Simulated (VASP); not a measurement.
# SnSe (Fm-3m) in VASP: notebook, part 2 of 2

VASP 6.6.1.

### 4 Single point, PBEsol

This run uses another cell than the first one, of 28.36 Å³/atom, 1.083 times its volume.

File INCAR:

```
ALGO     = Normal         # electronic algorithm
EDIFF    = 1E-7           # SCF threshold, eV
ENCUT    = 520            # plane-wave cutoff, eV
GGA      = PS             # functional
ISIF     = 2              # what is computed and relaxed
ISMEAR   = 1              # smearing method
LASPH    = True           # aspherical terms in the spheres
LCHARG   = False          # write CHGCAR
LREAL    = False          # projectors in reciprocal space
LWAVE    = False          # write WAVECAR
NBANDS   = 17             # bands
NELM     = 100            # most SCF steps
PREC     = Accurate       # precision mode
SIGMA    = 0.1            # smearing width, eV
```

File KPOINTS:

```
k-points
0
Gamma
  6 6 6
```

File POSCAR:

```
SnSe
1.0
    0.0000000000      3.0496098055      3.0496098055
    3.0496098055      0.0000000000      3.0496098055
    3.0496098055      3.0496098055      0.0000000000
Sn Se
1 1
Direct
    0.0000000000      0.0000000000      0.0000000000
    0.5000000000      0.5000000000      0.5000000000
```

Potentials or basis: VASP PAW PBE potentials, release 64 (Sn_d, Se).

Run with:

```console
> cat potpaw_PBE.64/Sn_d/POTCAR potpaw_PBE.64/Se/POTCAR > POTCAR
> mpirun -np 1 vasp_std > vasp.out
```

OUTCAR:

```text
EDIFF = 1E-7
   ENCUT = 520
   GGA = PS
   ISIF = 2
   ISMEAR = 1
   LASPH = True
   LREAL = False
   NELM = 100
   PREC = Accurate

 ion  position               nearest neighbor table
   1  0.000  0.000  0.000-   2 3.05   2 3.05   2 3.05   2 3.05   2 3.05   2 3.05
   2  0.500  0.500  0.500-   1 3.05   1 3.05   1 3.05   1 3.05   1 3.05   1 3.05

  LATTYP: Found a face centered cubic cell.
 ALAT       =     6.0992196110

  Lattice vectors:

 A1 = (   0.0000000000,   3.0496098055,   3.0496098055)
 A2 = (   3.0496098055,   0.0000000000,   3.0496098055)
 A3 = (   3.0496098055,   3.0496098055,   0.0000000000)

Analysis of symmetry for initial positions (statically):
=====================================================================
 Subroutine PRICEL returns:
 Original cell was already a primitive cell.

 Routine SETGRP: Setting up the symmetry group for a
 face centered cubic supercell.

 Subroutine GETGRP returns: Found 48 space group operations
 (whereof 48 operations were pure point group operations)
 out of a pool of 48 trial point group operations.

The static configuration has the point symmetry O_h .

Analysis of symmetry for dynamics (positions and initial velocities):
=====================================================================
 Subroutine PRICEL returns:
 Original cell was already a primitive cell.

 Routine SETGRP: Setting up the symmetry group for a
 face centered cubic supercell.

 Subroutine GETGRP returns: Found 48 space group operations
 (whereof 48 operations were pure point group operations)
 out of a pool of 48 trial point group operations.

The dynamic configuration has the point symmetry O_h .

 Subroutine INISYM returns: Found 48 space group operations
 (whereof 48 operations are pure point group operations),
 and found     1 'primitive' translations

----------------------------------------------------------------------------------------

                                     Primitive cell

  volume of cell :      56.7235

  direct lattice vectors                    reciprocal lattice vectors
     0.000000000  3.049609805  3.049609805    -0.163955401  0.163955401  0.163955401
     3.049609805  0.000000000  3.049609805     0.163955401 -0.163955401  0.163955401
     3.049609805  3.049609805  0.000000000     0.163955401  0.163955401 -0.163955401

  length of vectors
     4.312799547  4.312799547  4.312799547     0.283979086  0.283979086  0.283979086

  position of ions in fractional coordinates (direct lattice)
     0.000000000  0.000000000  0.000000000
     0.500000000  0.500000000  0.500000000

  ion indices of the primitive-cell ions
   primitive index   ion index
                 1           1
                 2           2

----------------------------------------------------------------------------------------

 KPOINTS: k-points

Automatic generation of k-mesh.
 Grid dimensions read from file:
 generate k-points for:    6    6    6

 Generating k-lattice:

  Cartesian coordinates                     Fractional coordinates (reciprocal lattice)
    -0.027325900  0.027325900  0.027325900     0.166666667  0.000000000  0.000000000
     0.027325900 -0.027325900  0.027325900     0.000000000  0.166666667  0.000000000
     0.027325900  0.027325900 -0.027325900     0.000000000  0.000000000  0.166666667

  Length of vectors
     0.047329848  0.047329848  0.047329848

  Shift w.r.t. Gamma in fractional coordinates (k-lattice)
     0.000000000  0.000000000  0.000000000

 Subroutine IBZKPT returns following result:
 ===========================================

 Found     16 irreducible k-points:

 Following reciprocal coordinates:
            Coordinates               Weight
  0.000000  0.000000  0.000000      1.000000
  0.166667  0.000000  0.000000      8.000000
  0.333333  0.000000  0.000000      8.000000
  0.500000  0.000000  0.000000      4.000000
  0.166667  0.166667  0.000000      6.000000
  0.333333  0.166667  0.000000     24.000000
[... 8 lines left out ...]
 -0.333333  0.333333  0.166667     24.000000
 -0.333333  0.500000  0.166667     12.000000
   k-points           NKPTS =     16   k-points in BZ     NKDIM =     16   number of bands    NBANDS=     17
   number of dos      NEDOS =    301   number of ions     NIONS =      2
   total plane-waves  NPLWV =  32768
   dimension x,y,z NGX =    32 NGY =   32 NGZ =   32
   dimension x,y,z NGXF=    64 NGYF=   64 NGZF=   64
   ions per type =               1   1
   NGX,Y,Z   is equivalent  to a cutoff of  12.34, 12.34, 12.34 a.u.
   NGXF,Y,Z  is equivalent  to a cutoff of  24.67, 24.67, 24.67 a.u.
 SYSTEM =  unknown system
   PREC   = accura    normal or accurate (medium, high low for compatibility)
   ISTART =      0    job   : 0-new  1-cont  2-samecut
   ICHARG =      2    charge: 1-file 2-atom 10-const
   ISPIN  =      1    spin polarized calculation?
   LNONCOLLINEAR =      F non collinear calculations
   LSORBIT =      F    spin-orbit coupling
   LASPH  =      T    aspherical Exc in radial PAW
   ENCUT  =  520.0 eV  38.22 Ry    6.18 a.u.   8.02  8.02  8.02*2*pi/ulx,y,z
   NELM   =    100;   NELMIN=  2; NELMDL= -5     # of ELM steps
   EDIFF  = 0.1E-06   stopping-criterion for ELM
   LREAL  =      F    real-space projection
   EDIFFG = 0.1E-05   stopping-criterion for IOM
   NSW    =      0    number of steps for IOM
   IBRION =     -1    ionic relax: 0-MD 1-quasi-New 2-CG
   NFREE  =      0    steps in history (QN), initial steepest desc. (CG)
   ISIF   =      2    stress and relaxation
   ISYM   =      2    0-nonsym 1-usesym 2-fastsym
   POTIM  = 0.5000    time-step for ionic-motion
   TEBEG  =    0.0;   TEEND  =   0.0 temperature during run
   PSTRESS=    0.0 pullay stress
   NELECT =      20.0000    total number of electrons
   NUPDOWN=      -1.0000    fix difference up-down
   EMIN   =  10.00;   EMAX   =-10.00  energy-range for DOS
   EFERMI =   0.00;   METHOD = LEGACY
   ISMEAR =     1;   SIGMA  =   0.10  broadening in eV -4-tet -1-fermi 0-gaus
   EFERMI_NEDOS =   21; number of points for ismear=-14 and -15
   IALGO  =     38    algorithm
   IMIX   =      4    mixing-type and parameters
     AMIX     =   0.40;   BMIX     =  1.00
     AMIX_MAG =   1.60;   BMIX_MAG =  1.00
  volume/ion in A,a.u.               =      28.36       191.39
  Fermi-wavevector in a.u.,A,eV,Ry     =   1.156549  2.185560 18.199216  1.337605
  Thomas-Fermi vector in A             =   2.293168
   LORBIT       =      0    0 simple, 1 ext, 2 COOP (PROOUT), +10 PAW based schemes
   GGA     = PS    functional components
   LHFCALC =     F    Hartree Fock is set to
   AEXX    =    0.0000 exact exchange contribution
   IVDW    =     0    specifies the selected vdW correction
   LEPSILON=     F    determine dielectric tensor
   LRPA    =     F    only Hartree local field effects (RPA)
 non-spin polarized calculation
 Methfessel and Paxton  Order N= 1 SIGMA  =   0.10
  energy-cutoff  :      520.00
  volume of cell :       56.72
 maximum number of plane-waves:      1544
   NGX = 17   NGY = 17   NGZ = 17

 number of electron      19.9999992 magnetization

 Free energy of the ion-electron system (eV)
  ---------------------------------------------------
  ext. energy  EPLUGINS =         0.00000000
  ---------------------------------------------------
  free energy    TOTEN  =        -8.95067697 eV

  energy without entropy =       -8.95078434  energy(sigma->0) =       -8.95071276

 E-fermi :   5.0367     XC(G=0):  -9.6059

 val. band max:        4.9525477028   @ k =   0.5000   0.0000   0.0000
 cond. band min:       5.4329304764   @ k =   0.5000   0.0000   0.0000
 fundamental gap:      0.4803827736
 Fermi energy:         5.0367359977

 k-point     1 :       0.0000    0.0000    0.0000
  band No.  band energies     occupation
      1     -16.4882      2.00000
      2     -16.4882      2.00000
      3     -16.4882      2.00000
      4     -16.4864      2.00000
      5     -16.4864      2.00000
      6      -8.6194      2.00000
[... 9 lines left out ...]
     16      10.8594      0.00000
     17      13.1003      0.00000
[... 281 lines left out ...]
 k-point    16 :      -0.3333    0.5000    0.1667
  band No.  band energies     occupation
      1     -16.5046      2.00000
      2     -16.4888      2.00000
      3     -16.4836      2.00000
      4     -16.4784      2.00000
      5     -16.4731      2.00000
      6      -7.5022      2.00000
[... 9 lines left out ...]
     16      15.9212      0.00000
     17      17.6142      0.00000

------------------------ aborting loop because EDIFF is reached ----------------------------------------

  FORCE on cell =-STRESS in cart. coord.  units (eV):
  Direction    XX          YY          ZZ          XY          YZ          ZX
  --------------------------------------------------------------------------------------
  -------------------------------------------------------------------------------------
  Total       -1.3914093     -1.3914093     -1.3914093      0.0000000      0.0000000     -0.0000000
  in kB      -39.3009164    -39.3009164    -39.3009164      0.0000000      0.0000000     -0.0000000
  external PRESSURE =     -39.3009164 kB  Pullay stress =       0.0000000 kB

 VOLUME and BASIS-vectors are now :
 -----------------------------------------------------------------------------
  energy-cutoff  :      520.00
  volume of cell :       56.72
      direct lattice vectors                 reciprocal lattice vectors
     0.000000000  3.049609805  3.049609805    -0.163955401  0.163955401  0.163955401
     3.049609805  0.000000000  3.049609805     0.163955401 -0.163955401  0.163955401
     3.049609805  3.049609805  0.000000000     0.163955401  0.163955401 -0.163955401

 POSITION                                       TOTAL-FORCE (eV/Angst)
 -----------------------------------------------------------------------------------
      0.00000      0.00000      0.00000        -0.000000      0.000000      0.000000
      3.04961      3.04961      3.04961         0.000000     -0.000000     -0.000000
 -----------------------------------------------------------------------------------
    total drift:                                0.000000     -0.000000     -0.000000

  FREE ENERGIE OF THE ION-ELECTRON SYSTEM (eV)
  ---------------------------------------------------
  free  energy   TOTEN  =        -8.9506769729 eV

  energy  without entropy=       -8.9507843444  energy(sigma->0) =       -8.95071276
```

It took 7.4 s on 1 thread of Intel Xeon Platinum 8559C (Emerald Rapids), shared host; peak memory 0.18 GiB.

Results:

* Free energy: -8.9507 eV
* Pressure: -3.9 GPa
* Band gap on the k mesh: 0.48 eV, direct

Levels at points of the mesh, in eV from the valence-band top:
| k point | band 8 | band 9 | band 10 | band 11 | band 12 | band 13 |
| --- | --- | --- | --- | --- | --- | --- |
| (0.00, 0.00, 0.00) | -2.02 | -2.02 | -2.02 | 4.20 | 4.20 | 4.20 |
| (0.50, 0.00, 0.00) | -1.79 | -1.79 | 0.00 | 0.48 | 1.30 | 1.30 |
| (0.50, 0.50, 0.00) | -5.18 | -3.41 | -3.41 | 3.11 | 5.16 | 5.16 |

Caveat: the PAW data sets were made with another functional, which shifts forces and pressure a little; spin-orbit coupling is left out, which moves the levels of the heavy elements. A k mesh can miss the band edges.

### 5 Overview

| cell | gap on the mesh (eV) | pressure (GPa) |
| --- | --- | --- |
| a = 4.199 Å, angles 60.0°, 2 atoms | 0.83 | -0.2 |
| a = 4.257 Å, angles 60.0°, 2 atoms | 0.65 | -2.3 |
| a = 4.313 Å, angles 60.0°, 2 atoms | 0.48 | -3.9 |

Alike in all rows: task single point; level PBEsol; potentials or basis VASP PAW PBE potentials, release 64 (Sn_d, Se); no spin polarisation; k mesh 6 × 6 × 6; cutoff (eV) 520; smearing methfessel-paxton 0.1 eV.

Caveats: the PAW data sets were made with another functional, which shifts forces and pressure a little; spin-orbit coupling is left out, which moves the levels of the heavy elements.

Absolute energies hang on the potentials; compare differences alone.
